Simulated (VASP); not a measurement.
Runs of VASP 6.6.1 on Cs. The structure is that of space group Im-3m (No. 229), or close to it. The cells are those of the table. 

```csv
task,cell,k mesh,gap on the mesh (eV),pressure (GPa),relaxed volume (Å³/atom)
single point,"a = 5.212 Å, angles 109.5°, 1 atom",12 × 12 × 12,none,0.0,-
single point,"a = 5.212 Å, angles 109.5°, 1 atom",14 × 14 × 14,none,0.0,-
relaxation of cell and atoms,"relaxed from a = 5.419 Å, angles 109.5°, 1 atom",12 × 12 × 12,none,0.0,107.99
relaxation of cell and atoms,"relaxed from a = 5.212 Å, angles 109.5°, 1 atom",14 × 14 × 14,none,0.0,(a)
```

Alike in all rows: level PBEsol; potentials or basis VASP PAW PBE potentials, release 64 (Cs_sv); no spin polarisation; cutoff (eV) 500; smearing gaussian 0.1 eV.

Task: Fill in the values left out.

Result: (a) 108.97.

Caveats: the PAW data sets were made with another functional, which shifts forces and pressure a little; spin-orbit coupling is left out, which moves the levels of the heavy elements.

A k mesh can miss the band edges, and the runs leave out spin-orbit coupling on Cs.

A gap of «none» marks levels without a gap at the run's occupations.
